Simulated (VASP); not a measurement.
**CuO: single point with PBEsol**

CuO:

```
Cu O
1.0
     2.34465   -1.71340    0.00000
     2.34465    1.71340    0.00000
    -0.86055    0.00000    5.05944
Cu O
2 2
Direct
  0.00320 0.49680 0.00000
  0.49680 0.00320 0.50000
  0.57140 0.40560 0.25370
  0.40560 0.57140 0.75370
```

```yaml
Program: VASP 6.6.1
Task: single point
Functional: PBEsol
Potentials_or_basis: VASP PAW PBE potentials, release 64 (Cu_sv_GW, O)
Cutoff: 820 eV
k_mesh: 8 × 8 × 4
Occupations: gaussian, width 0.01 eV
Spin: no spin polarisation
```

| Item | Value |
| --- | --- |
| Pressure | -3.4 GPa |
| Largest force | 0.756 eV/Å |
| Band gap on the k mesh | zero (bands 25 and 26 overlap by 0.68 eV) |

Forces on the atoms (eV/Å):
```
Cu  -0.592  0.333  0.229
Cu  -0.592 -0.333  0.229
O    0.592  0.410 -0.229
O    0.592 -0.410 -0.229
```

Stress tensor (GPa, compression positive):
```
-3.83  0.00 -1.07
 0.00 -1.22  0.00
-1.07  0.00 -5.27
```

Levels at points of the mesh, in eV from the Fermi level:
```csv
k point,band 21,band 22,band 23,band 24,band 25,band 26,band 27,band 28,band 29,band 30
"(0.00, 0.00, 0.00)",-2.31,-2.20,-2.12,-1.62,0.22,0.92,1.61,5.85,8.05,13.16
"(0.50, 0.00, 0.00)",-2.02,-1.58,-1.48,-1.38,-0.04,0.29,4.73,6.14,6.84,10.94
"(0.50, 0.50, 0.00)",-2.11,-2.10,-1.66,-1.20,-0.64,1.07,3.20,6.89,8.40,9.86
"(0.00, 0.00, 0.50)",-2.21,-2.21,-1.46,-1.46,0.24,0.24,3.82,3.82,11.51,11.51
"(0.50, 0.00, 0.50)",-2.17,-2.12,-1.71,-1.58,-0.09,0.74,4.98,6.41,7.91,8.41
"(0.50, 0.50, 0.50)",-1.64,-1.64,-1.29,-1.29,-0.42,-0.42,5.07,5.07,8.86,8.86
```

Run time: 120 s on 1 thread of Intel(R) Xeon(R) 6975P-C (Granite Rapids), with other jobs on the host, peak memory 0.32 GiB.

Caveat: the cell stands under tension; the PAW data sets were made with another functional, which shifts forces and pressure a little; semilocal functionals often make such compounds metallic where correlation or magnetic order opens a gap, which also shifts bond lengths. With open d or f shells a metallic result of PBEsol can be an artefact of self-interaction; +U or a hybrid may open a gap.
